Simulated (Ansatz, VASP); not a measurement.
## One calculation of As, two programs

```
As
1.0
     3.71449    0.00000    0.00000
    -1.85724    3.21684    0.00000
     0.00000    0.00000   28.57424
As
2
Cartesian
  0.0000 2.1446 13.6070
  1.8572 1.0723 14.9673
```

Change from the starting cell: biaxial strain +0.040, atoms relaxed.

Alike in both runs: functional PBE; dispersion D3(BJ); k mesh 9 × 9 × 1; occupations gaussian, width 0.02 eV; no spin polarisation.

Ansatz relaxed the structure, and its values are those at the end. VASP's run is a single point on that final structure, the one shown.

```csv
,VASP,Ansatz
version,VASP 6.6.1,Ansatz 0.2.0
potentials or method,"VASP PAW PBE potentials, release 64 (As), cutoff 520 eV","scalar-relativistic, plane waves, PAW"
valence electrons in the cell,10,30
```

|  | VASP | Ansatz | Ansatz less VASP |
| --- | --- | --- | --- |
| gap on the k mesh at the Fermi level (eV) | 1.54 | 1.58 | +0.043 |
| least direct gap on the mesh (eV) | 1.63 | 1.67 | +0.041 |
| rms of the force components (eV/Å) | 0.043 | 0.000 | -0.0432 |

VASP's potentials hold 10 valence electrons a cell and Ansatz's 30, so a difference there can come from the potentials and not from the codes. Ansatz's warnings: stress scf threshold loose.
